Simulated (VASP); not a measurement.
Runs of VASP 6.6.1 on Sb. The structure is that of space group P6_3/mmc (No. 194), or close to it. The cells are those of the table. 

| task | cell | cutoff (eV) | smearing | k mesh for the DOS | occupations for the DOS | gap on the mesh (eV) | pressure (GPa) |
| --- | --- | --- | --- | --- | --- | --- | --- |
| single point | a = 2.475, b = 2.475, c = 3.940 Å, angles 90.0, 90.0, 120.0°, 2 atoms | 520 | fermi-dirac 0.1 eV | - | - | none | 539.7 |
| single point | a = 2.831, b = 2.831, c = 4.518 Å, angles 90.0, 90.0, 120.0°, 2 atoms | 520 | fermi-dirac 0.1 eV | - | - | none | 114.9 |
| relaxation of shape and atoms at fixed volume | relaxed from a = 3.021, b = 3.021, c = 4.628 Å, angles 90.0, 90.0, 120.0°, 2 atoms | 600 | tetrahedron | - | - | none | 56.8 |
| single point | a = 3.402, b = 3.402, c = 5.212 Å, angles 90.0, 90.0, 120.0°, 2 atoms | 520 | fermi-dirac 0.1 eV | - | - | none | 0.0 |
| single point | a = 3.143, b = 3.143, c = 4.887 Å, angles 90.0, 90.0, 120.0°, 2 atoms | 520 | fermi-dirac 0.1 eV | - | - | none | (a) |
| single point | a = 2.991, b = 2.991, c = 4.720 Å, angles 90.0, 90.0, 120.0°, 2 atoms | 520 | tetrahedron | - | - | none | (b) |
| single point | a = 3.275, b = 3.275, c = 5.062 Å, angles 90.0, 90.0, 120.0°, 2 atoms | 520 | fermi-dirac 0.1 eV | - | - | none | 9.1 |
| relaxation of shape and atoms at fixed volume | relaxed from a = 2.870, b = 2.870, c = 4.396 Å, angles 90.0, 90.0, 120.0°, 2 atoms | 600 | fermi-dirac 0.1 eV | - | - | none | 114.9 |

Alike in all rows: level PBEsol; potentials or basis VASP PAW PBE potentials, release 64 (Sb); no spin polarisation; k mesh 13 × 13 × 7.

Fill in the values left out.

(a) 25.6; (b) 56.9.

Caveats: the PAW data sets were made with another functional, which shifts forces and pressure a little; spin-orbit coupling is left out, which moves the levels of the heavy elements.

A k mesh can miss the band edges, and the runs leave out spin-orbit coupling on Sb.

A gap of «none» marks levels without a gap at the run's occupations.
